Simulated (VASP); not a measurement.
Here is a VASP 6.6.1 calculation.

Contents of INCAR:

```
SYSTEM = BaTiO3
PREC = Accurate
ENCUT = 1340
EDIFF = 1E-6
ISMEAR = -1
SIGMA = 0.05
LREAL = .False.
LASPH = .True.
NELM = 120
ALGO = Normal
ISIF = 2
LWAVE = .False.
LCHARG = .True.
GGA = PS
IVDW = 13
LELF = .True.
LVHAR = .True.
NBANDS = 28
GGA_COMPAT = .False.
```

File KPOINTS:

```
regular mesh
0
Gamma
  7 7 7
  0 0 0
```

Contents of POSCAR:

```
BaTiO3
1.0
    3.9566676661      0.0000000000      0.0000000000
    0.0000000000      3.9566676661      0.0000000000
    0.0000000000      0.0000000000      3.9566676661
Ba Ti O
1 1 3
Direct
    0.5000000000      0.5000000000      0.5000000000
    0.0000000000      0.0000000000      0.0000000000
    0.0000000000      0.0000000000      0.5000000000
    0.0000000000      0.5000000000      0.0000000000
    0.5000000000      0.0000000000      0.0000000000
```

Potentials or basis: VASP PAW PBE potentials, release 64 (Ba_sv, Ti_sv, O_h).

Launch:

```console
$ cat potpaw_PBE.64/Ba_sv/POTCAR potpaw_PBE.64/Ti_sv/POTCAR potpaw_PBE.64/O_h/POTCAR > POTCAR
$ mpirun -np 1 vasp_std > vasp.out
```

Task: Predict the band gap on the k mesh.

Result: 1.83 eV (least direct gap 1.87 eV).

Task: Predict the pressure.

Result: 1.9 GPa.

Task: Estimate the dispersion energy per atom.

Result: -0.129 eV.

Caveat: the PAW data sets were made with another functional, which shifts forces and pressure a little; spin-orbit coupling is left out, which moves the levels of the heavy elements; an odd mesh through Γ misses points on the zone boundary, where band edges can lie.
